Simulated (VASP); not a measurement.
# MoS (Fm-3m) in VASP: further runs, part 2 of 2

VASP 6.6.1. The steps go on from the part before.

## Step 3: Relaxation of cell and atoms, PBE+U, collinear spin, ferromagnetic start

This run uses another cell than the first one, of 14.08 Å³/atom, 0.689 times its volume.

INCAR reads:

```
ALGO = Normal
EDIFF = 1E-7
EDIFFG = -0.05
ENCUT = 600
GGA = PE
IBRION = 2
ISIF = 3
ISMEAR = 0
ISPIN = 2
LASPH = True
LCHARG = False
LDAU = True
LDAUJ = 0 0
LDAUL = 2 -1
LDAUPRINT = 1
LDAUTYPE = 2
LDAUU = 4.38 0
LMAXMIX = 4
LORBIT = 11
LREAL = False
LWAVE = False
MAGMOM = 2.3 0
NELM = 150
NSW = 100
PREC = Accurate
SIGMA = 0.1
```

KPOINTS reads:

```
k-points
0
Gamma
  8 8 8
```

POSCAR reads:

```
MoS
1.0
    0.0000000000      2.4148756080      2.4148756080
    2.4148756080      0.0000000000      2.4148756080
    2.4148756080      2.4148756080      0.0000000000
Mo S
1 1
Direct
    0.0000000000      0.0000000000      0.0000000000
    0.5000000000      0.5000000000      0.5000000000
```

Potentials or basis: VASP PAW PBE potentials, release 64 (Mo_sv, S).

Launch:

```sh
$ cat potpaw_PBE.64/Mo_sv/POTCAR potpaw_PBE.64/S/POTCAR > POTCAR
$ mpirun -np 1 vasp_std > vasp.out
```

OUTCAR:

```text
EDIFF = 1E-7
   EDIFFG = -0.05
   ENCUT = 600
   GGA = PE
   IBRION = 2
   ISIF = 3
   ISMEAR = 0
   ISPIN = 2
   LASPH = True
   LORBIT = 11
   LREAL = False
   NELM = 150
   NSW = 100
   PREC = Accurate

 ion  position               nearest neighbor table
   1  0.000  0.000  0.000-   2 2.41   2 2.41   2 2.41   2 2.41   2 2.41   2 2.41
   2  0.500  0.500  0.500-   1 2.41   1 2.41   1 2.41   1 2.41   1 2.41   1 2.41

  LATTYP: Found a face centered cubic cell.
 ALAT       =     4.8297512160

  Lattice vectors:

 A1 = (   0.0000000000,   2.4148756080,   2.4148756080)
 A2 = (   2.4148756080,   0.0000000000,   2.4148756080)
 A3 = (   2.4148756080,   2.4148756080,   0.0000000000)

Analysis of symmetry for initial positions (statically):
=====================================================================
 Subroutine PRICEL returns:
 Original cell was already a primitive cell.

 Routine SETGRP: Setting up the symmetry group for a
 face centered cubic supercell.

 Subroutine GETGRP returns: Found 48 space group operations
 (whereof 48 operations were pure point group operations)
 out of a pool of 48 trial point group operations.

The static configuration has the point symmetry O_h .

Analysis of symmetry for dynamics (positions and initial velocities):
=====================================================================
 Subroutine PRICEL returns:
 Original cell was already a primitive cell.

 Routine SETGRP: Setting up the symmetry group for a
 face centered cubic supercell.

 Subroutine GETGRP returns: Found 48 space group operations
 (whereof 48 operations were pure point group operations)
 out of a pool of 48 trial point group operations.

The dynamic configuration has the point symmetry O_h .

Analysis of structural, dynamic, and magnetic symmetry:
=====================================================================
 Subroutine PRICEL returns:
 Original cell was already a primitive cell.

 Routine SETGRP: Setting up the symmetry group for a
 face centered cubic supercell.

 Subroutine GETGRP returns: Found 48 space group operations
 (whereof 48 operations were pure point group operations)
 out of a pool of 48 trial point group operations.

The overall configuration has the point symmetry O_h .

 Subroutine INISYM returns: Found 48 space group operations
 (whereof 48 operations are pure point group operations),
 and found     1 'primitive' translations

----------------------------------------------------------------------------------------

                                     Primitive cell

  volume of cell :      28.1653

  direct lattice vectors                    reciprocal lattice vectors
     0.000000000  2.414875608  2.414875608    -0.207050002  0.207050002  0.207050002
     2.414875608  0.000000000  2.414875608     0.207050002 -0.207050002  0.207050002
     2.414875608  2.414875608  0.000000000     0.207050002  0.207050002 -0.207050002

  length of vectors
     3.415149836  3.415149836  3.415149836     0.358621124  0.358621124  0.358621124

  position of ions in fractional coordinates (direct lattice)
     0.000000000  0.000000000  0.000000000
     0.500000000  0.500000000  0.500000000

[... 91 lines left out ...]
   ISMEAR =     0;   SIGMA  =   0.10  broadening in eV -4-tet -1-fermi 0-gaus
   EFERMI_NEDOS =   21; number of points for ismear=-14 and -15
   IALGO  =     38    algorithm
   IMIX   =      4    mixing-type and parameters
     AMIX     =   0.40;   BMIX     =  1.00
     AMIX_MAG =   1.60;   BMIX_MAG =  1.00
  volume/ion in A,a.u.               =      14.08        95.03
  Fermi-wavevector in a.u.,A,eV,Ry     =   1.460540  2.760020 29.023629  2.133177
  Thomas-Fermi vector in A             =   2.576977
   LORBIT       =     11    0 simple, 1 ext, 2 COOP (PROOUT), +10 PAW based schemes
 LDA+U is selected, type is set to LDAUTYPE =  2
   angular momentum for each species LDAUL =     2   -1
   U (eV)           for each species LDAUU =   4.4  0.0
   J (eV)           for each species LDAUJ =   0.0  0.0
   GGA     = PE    functional components
   LHFCALC =     F    Hartree Fock is set to
   AEXX    =    0.0000 exact exchange contribution
   IVDW    =     0    specifies the selected vdW correction
   LEPSILON=     F    determine dielectric tensor
   LRPA    =     F    only Hartree local field effects (RPA)
 conjugate gradient relaxation of ions
 spin polarized calculation
 Gauss-broadening in eV      SIGMA  =   0.10
  energy-cutoff  :      600.00
  volume of cell :       28.17
 maximum number of plane-waves:       960
   NGX = 13   NGY = 13   NGZ = 13

--------------------------------------- Ionic step        1  -------------------------------------------

 number of electron      19.9999998 magnetization       2.7389295

 Free energy of the ion-electron system (eV)
  ---------------------------------------------------
  ext. energy  EPLUGINS =         0.00000000
  ---------------------------------------------------
  free energy    TOTEN  =       -10.17213766 eV

  energy without entropy =      -10.16954431  energy(sigma->0) =      -10.17084099

 E-fermi :  12.9031     XC(G=0): -12.6228

 val. band max:       12.7340484393   @ k =   0.1250   0.1250   0.0000
 cond. band min:      12.9424456563   @ k =   0.5000   0.2500   0.1250
 fundamental gap:      0.2083972170
 Fermi energy:        12.9030879279
[... 1850 lines left out ...]
  FREE ENERGIE OF THE ION-ELECTRON SYSTEM (eV)
  ---------------------------------------------------
  free  energy   TOTEN  =       -11.1646050842 eV

  energy  without entropy=      -11.1600362656  energy(sigma->0) =      -11.16232067

atom =   1  type =  1  l = 2

 onsite density matrix

spin component  1

  0.0414  0.0000 -0.0000 -0.0000 -0.0000
  0.0000  0.0414  0.0000  0.0000  0.0000
 -0.0000  0.0000  0.0959  0.0000 -0.0000
 -0.0000  0.0000  0.0000  0.0414 -0.0000
 -0.0000  0.0000 -0.0000 -0.0000  0.0959

spin component  2

  0.8548 -0.0000 -0.0000  0.0000  0.0000
 -0.0000  0.8548  0.0000  0.0000  0.0000
 -0.0000  0.0000  0.5319 -0.0000 -0.0000
  0.0000  0.0000 -0.0000  0.8548 -0.0000
  0.0000  0.0000 -0.0000 -0.0000  0.5319

 occupancies and eigenvectors

  o =  0.0414  v =  0.9997 -0.0010  0.0000  0.0258  0.0000  0.0000  0.0000  0.0000  0.0000  0.0000      0.0000  0.0000  0.0000  0.0000  0.0000  0.0000  0.0000  0.0000  0.0000  0.0000
  o =  0.0414  v = -0.0258  0.0045  0.0000  0.9997  0.0000  0.0000  0.0000  0.0000  0.0000  0.0000      0.0000  0.0000  0.0000  0.0000  0.0000  0.0000  0.0000  0.0000  0.0000  0.0000
  o =  0.0414  v =  0.0011  1.0000 -0.0000 -0.0045 -0.0000  0.0000  0.0000  0.0000  0.0000  0.0000      0.0000  0.0000  0.0000  0.0000  0.0000  0.0000  0.0000  0.0000  0.0000  0.0000
  o =  0.0959  v = -0.0000  0.0000 -0.0149 -0.0000  0.9999  0.0000  0.0000  0.0000  0.0000  0.0000      0.0000  0.0000  0.0000  0.0000  0.0000  0.0000  0.0000  0.0000  0.0000  0.0000
  o =  0.0959  v =  0.0000  0.0000 -0.9999  0.0000 -0.0149  0.0000  0.0000  0.0000  0.0000  0.0000      0.0000  0.0000  0.0000  0.0000  0.0000  0.0000  0.0000  0.0000  0.0000  0.0000
  o =  0.5319  v =  0.0000  0.0000  0.0000  0.0000  0.0000  0.0000  0.0000  0.0359  0.0000  0.9994      0.0000  0.0000  0.0000  0.0000  0.0000  0.0000  0.0000  0.0000  0.0000  0.0000
  o =  0.5319  v =  0.0000  0.0000  0.0000  0.0000  0.0000  0.0000 -0.0000 -0.9994  0.0000  0.0359      0.0000  0.0000  0.0000  0.0000  0.0000  0.0000  0.0000  0.0000  0.0000  0.0000
  o =  0.8548  v =  0.0000  0.0000  0.0000  0.0000  0.0000  0.0000 -0.9947  0.0000  0.1032  0.0000      0.0000  0.0000  0.0000  0.0000  0.0000  0.0000  0.0000  0.0000  0.0000  0.0000
  o =  0.8548  v =  0.0000  0.0000  0.0000  0.0000  0.0000  0.0000  0.1032  0.0000  0.9947 -0.0000      0.0000  0.0000  0.0000  0.0000  0.0000  0.0000  0.0000  0.0000  0.0000  0.0000
  o =  0.8548  v =  0.0000  0.0000  0.0000  0.0000  0.0000  1.0000  0.0000  0.0000  0.0000  0.0000      0.0000  0.0000  0.0000  0.0000  0.0000  0.0000  0.0000  0.0000  0.0000  0.0000

--------------------------------------- Ionic step        4  -------------------------------------------

 number of electron      19.9999999 magnetization      -3.7121804

 Free energy of the ion-electron system (eV)
  ---------------------------------------------------
  ext. energy  EPLUGINS =         0.00000000
  ---------------------------------------------------
  free energy    TOTEN  =       -11.16588215 eV

  energy without entropy =      -11.16046632  energy(sigma->0) =      -11.16317423

 E-fermi :   8.6718     XC(G=0): -10.8778

 val. band max:        8.6002637775   @ k =  -0.3750   0.5000   0.1250
 cond. band min:       8.6967413630   @ k =  -0.3750   0.3750   0.1250
 fundamental gap:      0.0964775854
 Fermi energy:         8.6717688564
[... 899 lines left out ...]
  FREE ENERGIE OF THE ION-ELECTRON SYSTEM (eV)
  ---------------------------------------------------
  free  energy   TOTEN  =       -11.1658821520 eV

  energy  without entropy=      -11.1604663170  energy(sigma->0) =      -11.16317423

 reached required accuracy - stopping structural energy minimisation

 total charge

# of ion       s       p       d       tot
------------------------------------------
    1        2.200   6.064   3.906  12.171
    2        1.322   2.394   0.000   3.716
--------------------------------------------------
tot          3.522   8.458   3.906  15.886

 magnetization (x)

# of ion       s       p       d       tot
------------------------------------------
    1       -0.066  -0.025  -3.287  -3.378
    2       -0.010   0.083   0.000   0.074
--------------------------------------------------
tot         -0.075   0.058  -3.287  -3.304
```

CONTCAR:

```text
MoS
   1.00000000000000
    -0.0000000000000000    2.6855011151679125    2.6855011151679125
     2.6855011151679125    0.0000000000000000    2.6855011151679125
     2.6855011151679125    2.6855011151679125    0.0000000000000000
  Mo              S
     1     1
Direct
     1.0000000000000000    0.0000000000000000    1.0000000000000000
     0.5000000000000000    0.5000000000000000    0.5000000000000000

  0.00000000E+00  0.00000000E+00  0.00000000E+00
  0.00000000E+00  0.00000000E+00  0.00000000E+00
```

Wall time 3.6 min (1 thread of Intel Xeon 8259CL, shared host); peak memory 0.19 GiB.

Results:

```yaml
Free_energy: -11.1659 eV
Relaxed_volume: 19.37 Å³/atom
Relaxed_cell: a = 3.798 Å, b = 3.798 Å, c = 3.798 Å, α = 60.00°, β = 60.00°, γ = 60.00°
Space_group_after_relaxing_to_0.05_Å: Fm-3m (No. 225)
Energy_gained_by_relaxing: 496.9 meV/atom
Ionic_steps: 4
Pressure_after_relaxing: 0.0 GPa
Net_moment: -3.71 μB per cell
Site_moments: Mo -3.38; S +0.07 μB
Valence_electrons_inside_the_program's_atomic_spheres: Mo 12.17; S 3.72
```

Step by step:
```tsv
step	energy change (eV)	largest force (eV/Å)	pressure (GPa)	volume (Å³)
1	0.0000	0.0000	45.61	28.17
2	-0.7102	0.0000	-9.88	47.87
3	-0.9925	0.0000	0.75	38.22
4	-0.9937	0.0000	0.05	38.74
```

Final structure:
```
CELL_PARAMETERS angstrom
0.00000 2.68550 2.68550
2.68550 0.00000 2.68550
2.68550 2.68550 0.00000
ATOMIC_POSITIONS crystal
Mo 0.00000 0.00000 0.00000
S 0.50000 0.50000 0.50000
```

Levels at points of the mesh, in eV from the Fermi level:
Spin up:
```tsv
k point	band 4	band 5	band 6	band 7	band 8	band 9	band 10	band 11	band 12	band 13
(0.00, 0.00, 0.00)	-34.13	-14.95	-2.89	-2.89	-2.89	0.87	0.87	0.87	0.96	0.96
(0.50, 0.00, 0.00)	-34.14	-13.84	-6.82	-4.50	-4.50	2.66	3.16	3.16	3.20	5.46
(0.50, 0.50, 0.00)	-34.15	-13.98	-5.79	-3.94	-3.94	-1.04	1.86	2.78	3.66	3.87
```
Spin down:
| k point | band 10 | band 11 | band 12 | band 13 | band 14 | band 15 |
| --- | --- | --- | --- | --- | --- | --- |
| (0.00, 0.00, 0.00) | -2.91 | -2.91 | -2.44 | -2.44 | 0.95 | 9.81 |
| (0.50, 0.00, 0.00) | -2.60 | -1.96 | 2.01 | 2.55 | 2.55 | 5.43 |
| (0.50, 0.50, 0.00) | -2.37 | -2.37 | -1.77 | -0.13 | 1.36 | 8.34 |

Eigenvalues of the final occupation matrices:
| site | spin | trace | eigenvalues |
| --- | --- | --- | --- |
| site 1 d | 1 | 0.32 | 0.04 0.04 0.04 0.10 0.10 |
| site 1 d | 2 | 3.63 | 0.53 0.53 0.85 0.85 0.85 |

Caveat: the electronic state changed during the relaxation; the volume moved by over 15 % at a fixed basis, so the end points are rough. The state reached can hang on the start; a lower one may exist.
